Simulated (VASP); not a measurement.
# AlAs (v.br) (F-43m) in VASP: notebook

Runs on AlAs (v.br). Level: PBE. Tasks: single point.

Everything below comes from runs of VASP 6.6.1. Logs are shortened: lines on timing, memory, paths and dates and some standing lists are left out, and cuts for length are marked.

## 1. The cell of the first run

The structure is cubic, space group F-43m (No. 216). The conventional cell has a = 5.680 Å, b = 5.680 Å, c = 5.680 Å, α = 90.00°, β = 90.00°, γ = 90.00°. Al (site symmetry -43m) has 4 As at 2.46 Å within 3.2 Å. Within 3.2 Å of As (site symmetry -43m) lie 4 Al at 2.46 Å.

## 2. Single point, PBE

INCAR

```
  ALGO = Normal
  EDIFF = 1E-6
  ENCUT = 500
  GGA = PE
  GGA_COMPAT = False
  ISIF = 2
  ISMEAR = 0
  LASPH = True
  LCHARG = False
  LREAL = False
  LWAVE = False
  NBANDS = 11
  NELM = 120
  PREC = Accurate
  SIGMA = 0.02
```

KPOINTS

```
k-points
0
Gamma
  8 8 8
```

POSCAR

```
AlAs
1.0
    0.0000000000      2.8400000000      2.8400000000
    2.8400000000      0.0000000000      2.8400000000
    2.8400000000      2.8400000000      0.0000000000
Al As
1 1
Direct
    0.0000000000      0.0000000000      0.0000000000
    0.2500000000      0.2500000000      0.2500000000
```

Potentials or basis: VASP PAW PBE potentials, release 64 (Al, As).

Launch:

```
> cat potpaw_PBE.64/Al/POTCAR potpaw_PBE.64/As/POTCAR > POTCAR
> mpirun -np 1 vasp_std > vasp.out
```

OUTCAR:

```text
EDIFF = 1E-6
   ENCUT = 500
   GGA = PE
   ISIF = 2
   ISMEAR = 0
   LASPH = True
   LREAL = False
   NELM = 120
   PREC = Accurate

 ion  position               nearest neighbor table
   1  0.000  0.000  0.000-   2 2.46   2 2.46   2 2.46   2 2.46
   2  0.250  0.250  0.250-   1 2.46   1 2.46   1 2.46   1 2.46

  LATTYP: Found a face centered cubic cell.
 ALAT       =     5.6800000000

  Lattice vectors:

 A1 = (   0.0000000000,   2.8400000000,   2.8400000000)
 A2 = (   2.8400000000,   0.0000000000,   2.8400000000)
 A3 = (   2.8400000000,   2.8400000000,   0.0000000000)

Analysis of symmetry for initial positions (statically):
=====================================================================
 Subroutine PRICEL returns:
 Original cell was already a primitive cell.

 Routine SETGRP: Setting up the symmetry group for a
 face centered cubic supercell.

 Subroutine GETGRP returns: Found 24 space group operations
 (whereof 24 operations were pure point group operations)
 out of a pool of 48 trial point group operations.

The static configuration has the point symmetry T_d .

Analysis of symmetry for dynamics (positions and initial velocities):
=====================================================================
 Subroutine PRICEL returns:
 Original cell was already a primitive cell.

 Routine SETGRP: Setting up the symmetry group for a
 face centered cubic supercell.

 Subroutine GETGRP returns: Found 24 space group operations
 (whereof 24 operations were pure point group operations)
 out of a pool of 48 trial point group operations.

The dynamic configuration has the point symmetry T_d .

 Subroutine INISYM returns: Found 24 space group operations
 (whereof 24 operations are pure point group operations),
 and found     1 'primitive' translations

----------------------------------------------------------------------------------------

                                     Primitive cell

  volume of cell :      45.8126

  direct lattice vectors                    reciprocal lattice vectors
     0.000000000  2.840000000  2.840000000    -0.176056338  0.176056338  0.176056338
     2.840000000  0.000000000  2.840000000     0.176056338 -0.176056338  0.176056338
     2.840000000  2.840000000  0.000000000     0.176056338  0.176056338 -0.176056338

  length of vectors
     4.016366517  4.016366517  4.016366517     0.304938522  0.304938522  0.304938522

  position of ions in fractional coordinates (direct lattice)
     0.000000000  0.000000000  0.000000000
     0.250000000  0.250000000  0.250000000

  ion indices of the primitive-cell ions
   primitive index   ion index
                 1           1
                 2           2

----------------------------------------------------------------------------------------

 KPOINTS: k-points

Automatic generation of k-mesh.
 Grid dimensions read from file:
 generate k-points for:    8    8    8

 Generating k-lattice:

  Cartesian coordinates                     Fractional coordinates (reciprocal lattice)
    -0.022007042  0.022007042  0.022007042     0.125000000  0.000000000  0.000000000
     0.022007042 -0.022007042  0.022007042     0.000000000  0.125000000  0.000000000
     0.022007042  0.022007042 -0.022007042     0.000000000  0.000000000  0.125000000

  Length of vectors
     0.038117315  0.038117315  0.038117315

  Shift w.r.t. Gamma in fractional coordinates (k-lattice)
     0.000000000  0.000000000  0.000000000

 Subroutine IBZKPT returns following result:
 ===========================================

 Found     29 irreducible k-points:

 Following reciprocal coordinates:
            Coordinates               Weight
  0.000000  0.000000  0.000000      1.000000
  0.125000  0.000000  0.000000      8.000000
  0.250000  0.000000  0.000000      8.000000
  0.375000  0.000000  0.000000      8.000000
  0.500000  0.000000  0.000000      4.000000
  0.125000  0.125000  0.000000      6.000000
[... 16 lines left out ...]
  0.500000  0.250000  0.125000     48.000000
 -0.375000  0.250000  0.125000     24.000000
 [... further k-points ...]
   k-points           NKPTS =     29   k-points in BZ     NKDIM =     29   number of bands    NBANDS=     11
   number of dos      NEDOS =    301   number of ions     NIONS =      2
   total plane-waves  NPLWV =  27000
   dimension x,y,z NGX =    30 NGY =   30 NGZ =   30
   dimension x,y,z NGXF=    60 NGYF=   60 NGZF=   60
   ions per type =               1   1
   NGX,Y,Z   is equivalent  to a cutoff of  12.42, 12.42, 12.42 a.u.
   NGXF,Y,Z  is equivalent  to a cutoff of  24.84, 24.84, 24.84 a.u.
 SYSTEM =  unknown system
   PREC   = accura    normal or accurate (medium, high low for compatibility)
   ISTART =      0    job   : 0-new  1-cont  2-samecut
   ICHARG =      2    charge: 1-file 2-atom 10-const
   ISPIN  =      1    spin polarized calculation?
   LNONCOLLINEAR =      F non collinear calculations
   LSORBIT =      F    spin-orbit coupling
   LASPH  =      T    aspherical Exc in radial PAW
   ENCUT  =  500.0 eV  36.75 Ry    6.06 a.u.   7.32  7.32  7.32*2*pi/ulx,y,z
   NELM   =    120;   NELMIN=  2; NELMDL= -5     # of ELM steps
   EDIFF  = 0.1E-05   stopping-criterion for ELM
   LREAL  =      F    real-space projection
   EDIFFG = 0.1E-04   stopping-criterion for IOM
   NSW    =      0    number of steps for IOM
   IBRION =     -1    ionic relax: 0-MD 1-quasi-New 2-CG
   NFREE  =      0    steps in history (QN), initial steepest desc. (CG)
   ISIF   =      2    stress and relaxation
   ISYM   =      2    0-nonsym 1-usesym 2-fastsym
   POTIM  = 0.5000    time-step for ionic-motion
   TEBEG  =    0.0;   TEEND  =   0.0 temperature during run
   PSTRESS=    0.0 pullay stress
   NELECT =       8.0000    total number of electrons
   NUPDOWN=      -1.0000    fix difference up-down
   EMIN   =  10.00;   EMAX   =-10.00  energy-range for DOS
   EFERMI =   0.00;   METHOD = LEGACY
   ISMEAR =     0;   SIGMA  =   0.02  broadening in eV -4-tet -1-fermi 0-gaus
   EFERMI_NEDOS =   21; number of points for ismear=-14 and -15
   IALGO  =     38    algorithm
   IMIX   =      4    mixing-type and parameters
     AMIX     =   0.40;   BMIX     =  1.00
     AMIX_MAG =   1.60;   BMIX_MAG =  1.00
  volume/ion in A,a.u.               =      22.91       154.58
  Fermi-wavevector in a.u.,A,eV,Ry     =   0.915046  1.729187 11.392295  0.837310
  Thomas-Fermi vector in A             =   2.039743
   LORBIT       =      0    0 simple, 1 ext, 2 COOP (PROOUT), +10 PAW based schemes
   GGA     = PE    functional components
   LHFCALC =     F    Hartree Fock is set to
   AEXX    =    0.0000 exact exchange contribution
   IVDW    =     0    specifies the selected vdW correction
   LEPSILON=     F    determine dielectric tensor
   LRPA    =     F    only Hartree local field effects (RPA)
 non-spin polarized calculation
 Gauss-broadening in eV      SIGMA  =   0.02
  energy-cutoff  :      500.00
  volume of cell :       45.81
 maximum number of plane-waves:      1211
 NGX is ok and might be reduce to    30
   NGX = 15   NGY = 15   NGZ = 15

 number of electron       7.9999999 magnetization

 Free energy of the ion-electron system (eV)
  ---------------------------------------------------
  ext. energy  EPLUGINS =         0.00000000
  ---------------------------------------------------
  free energy    TOTEN  =        -9.38024165 eV

  energy without entropy =       -9.38024165  energy(sigma->0) =       -9.38024165

 E-fermi :   3.9241     XC(G=0):  -9.0021

 val. band max:        3.8034538291   @ k =   0.0000   0.0000   0.0000
 cond. band min:       5.2557352233   @ k =   0.5000   0.5000   0.0000
 fundamental gap:      1.4522813942
 Fermi energy:         3.9241090959

 k-point     1 :       0.0000    0.0000    0.0000
  band No.  band energies     occupation
      1      -8.0047      2.00000
      2       3.8035      2.00000
      3       3.8035      2.00000
      4       3.8035      2.00000
      5       5.7839      0.00000
      6       8.0733      0.00000
      7       8.0733      0.00000
      8       8.0733      0.00000
      9      12.6196      0.00000
     10      12.7950      0.00000
     11      12.7950      0.00000

 k-point     2 :       0.1250    0.0000    0.0000
  band No.  band energies     occupation
      1      -7.8537      2.00000
      2       2.3785      2.00000
      3       3.6439      2.00000
      4       3.6439      2.00000
      5       6.5418      0.00000
      6       8.3529      0.00000
      7       8.3529      0.00000
      8       8.4674      0.00000
      9      12.1984      0.00000
     10      12.1984      0.00000
     11      13.3401      0.00000

 k-point     3 :       0.2500    0.0000    0.0000
  band No.  band energies     occupation
      1      -7.4352      2.00000
      2       0.4361      2.00000
      3       3.3287      2.00000
      4       3.3287      2.00000
      5       6.3785      0.00000
      6       8.6957      0.00000
      7       8.6957      0.00000
      8      10.1983      0.00000
      9      12.0935      0.00000
     10      12.0935      0.00000
     11      13.1708      0.00000

 k-point     4 :       0.3750    0.0000    0.0000
  band No.  band energies     occupation
      1      -6.8949      2.00000
      2      -1.0961      2.00000
      3       3.0768      2.00000
      4       3.0768      2.00000
      5       6.0379      0.00000
      6       8.5893      0.00000
      7       8.5893      0.00000
      8      11.4849      0.00000
      9      13.3765      0.00000
     10      13.3765      0.00000
     11      13.4797      0.00000
[... 239 lines left out ...]
 k-point    22 :       0.3750    0.2500    0.1250
  band No.  band energies     occupation
      1      -7.0851      2.00000
      2       0.0555      2.00000
      3       1.8705      2.00000
      4       2.8365      2.00000
      5       7.3867      0.00000
      6       8.0325      0.00000
      7       9.0967      0.00000
      8      10.2947      0.00000
      9      11.9419      0.00000
     10      14.1981      0.00000
     11      15.7685      0.00000

 k-point    23 :       0.5000    0.2500    0.1250
  band No.  band energies     occupation
      1      -6.5992      2.00000
      2      -0.9474      2.00000
      3       1.2893      2.00000
      4       2.4593      2.00000
      5       7.4643      0.00000
      6       8.2431      0.00000
      7       9.5631      0.00000
      8      10.6372      0.00000
      9      13.0995      0.00000
     10      14.3069      0.00000
     11      15.9296      0.00000

 k-point    24 :      -0.3750    0.2500    0.1250
  band No.  band energies     occupation
      1      -6.3488      2.00000
      2      -1.4210      2.00000
      3       1.1386      2.00000
      4       2.2783      2.00000
      5       7.4489      0.00000
      6       8.0381      0.00000
      7      10.4436      0.00000
      8      11.4073      0.00000
      9      12.1226      0.00000
     10      14.7739      0.00000
     11      16.0410      0.00000

 [... further k-points ...]

------------------------ aborting loop because EDIFF is reached ----------------------------------------

  FORCE on cell =-STRESS in cart. coord.  units (eV):
  Direction    XX          YY          ZZ          XY          YZ          ZX
  --------------------------------------------------------------------------------------
  -------------------------------------------------------------------------------------
  Total        0.5678952      0.5678952      0.5678952      0.0000000      0.0000000     -0.0000000
  in kB       19.8606656     19.8606656     19.8606656      0.0000000      0.0000000     -0.0000000
  external PRESSURE =      19.8606656 kB  Pullay stress =       0.0000000 kB

 VOLUME and BASIS-vectors are now :
 -----------------------------------------------------------------------------
  energy-cutoff  :      500.00
  volume of cell :       45.81
      direct lattice vectors                 reciprocal lattice vectors
     0.000000000  2.840000000  2.840000000    -0.176056338  0.176056338  0.176056338
     2.840000000  0.000000000  2.840000000     0.176056338 -0.176056338  0.176056338
     2.840000000  2.840000000  0.000000000     0.176056338  0.176056338 -0.176056338

 POSITION                                       TOTAL-FORCE (eV/Angst)
 -----------------------------------------------------------------------------------
      0.00000      0.00000      0.00000         0.000000      0.000000      0.000000
      1.42000      1.42000      1.42000        -0.000000     -0.000000     -0.000000
 -----------------------------------------------------------------------------------
    total drift:                               -0.000000     -0.000000     -0.000000

  FREE ENERGIE OF THE ION-ELECTRON SYSTEM (eV)
  ---------------------------------------------------
  free  energy   TOTEN  =        -9.3802416453 eV

  energy  without entropy=       -9.3802416453  energy(sigma->0) =       -9.38024165
```

It took 7 s on 1 thread of Intel Xeon 6975P-C (Granite Rapids), shared host; peak memory 0.16 GiB.

What came out:

- Free energy: -9.3802 eV
- Pressure: 2.0 GPa
- Band gap on the k mesh: 1.45 eV, indirect (least direct gap 1.98 eV)

## 3. Single point, PBE

INCAR

```
SYSTEM = AlAs
PREC = Accurate ; ENCUT = 500
EDIFF = 1E-6 ; ISMEAR = 0
SIGMA = 0.02 ; LREAL = .FALSE.
LASPH = .TRUE. ; NELM = 120
ALGO = Normal ; ISIF = 2
LWAVE = .FALSE. ; LCHARG = .FALSE.
GGA = PE ; NBANDS = 11
GGA_COMPAT = .FALSE.
```

KPOINTS

```
regular mesh
0
G
  8 8 8
  0 0 0
```

POSCAR is that of step 2.

Potentials or basis: VASP PAW PBE potentials, release 64 (Al, As).

Launch:

```
> cat potpaw_PBE.64/Al/POTCAR potpaw_PBE.64/As/POTCAR > POTCAR
> mpirun -np 1 vasp_std > vasp.out
```

Wall time 6.8 s (1 thread of Intel Xeon 6975P-C (Granite Rapids), shared host); peak memory 0.16 GiB.

Results (log left out):

```yaml
Free_energy: -9.3802 eV
Pressure: 2.0 GPa
Band_gap_on_the_k_mesh: 1.45 eV, indirect (least direct gap 1.98 eV)
```

Levels at points of the mesh, in eV from the valence-band top:
| k point | band 1 | band 2 | band 3 | band 4 | band 5 | band 6 | band 7 | band 8 |
| --- | --- | --- | --- | --- | --- | --- | --- | --- |
| (0.00, 0.00, 0.00) | -11.81 | 0.00 | 0.00 | 0.00 | 1.98 | 4.27 | 4.27 | 4.27 |
| (0.50, 0.00, 0.00) | -10.41 | -5.53 | -0.82 | -0.82 | 2.11 | 4.67 | 4.67 | 7.73 |
| (0.50, 0.50, 0.00) | -9.87 | -5.40 | -2.15 | -2.15 | 1.45 | 2.29 | 10.26 | 10.26 |

A k mesh can miss the band edges. As with any semilocal functional, this PBE gap is likely too small.
